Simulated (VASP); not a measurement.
Here is a VASP 6.6.1 calculation.

Contents of INCAR:

```
PREC = Accurate
ENCUT = 600
EDIFF = 1E-6
ISMEAR = 0
SIGMA = 0.2
LREAL = False
LASPH = True
NELM = 120
ALGO = Normal
ISIF = 2
LWAVE = False
LCHARG = False
GGA = PE
NBANDS = 20
GGA_COMPAT = False
```

KPOINTS

```
regular mesh
0
Gamma
  5 5 4
```

File POSCAR:

```
TiC3
1.0
    3.0933497052      0.0000000000      0.0000000000
    0.0000000000      3.0933497052      0.0000000000
    0.0000000000      0.0000000000      4.1629207953
Ti C
1 3
Direct
    0.0000000000      0.0000000000      0.0000000000
    0.5000000000      0.5000000000      0.8377685228
    0.5000000000      0.5000000000      0.1622314772
    0.0000000000      0.0000000000      0.5000000000
```

Potentials or basis: VASP PAW PBE potentials, release 64 (Ti_sv, C).

Launch:

```sh
$ cat potpaw_PBE.64/Ti_sv/POTCAR potpaw_PBE.64/C/POTCAR > POTCAR
$ mpirun -np 1 vasp_std > vasp.out
```

Estimate the band gap on the k mesh.

zero (bands 12 and 13 overlap by 2.55 eV).

Estimate the largest force.

0.112 eV/Å.

Predict the pressure.

0.0 GPa.

Stress tensor (GPa, compression positive):
```
-0.35  0.00  0.00
 0.00 -0.35  0.00
 0.00  0.00  0.75
```

Caveat: the k points lie up to 0.41 Å⁻¹ apart, too coarse for converged energies and pressures of a metal.
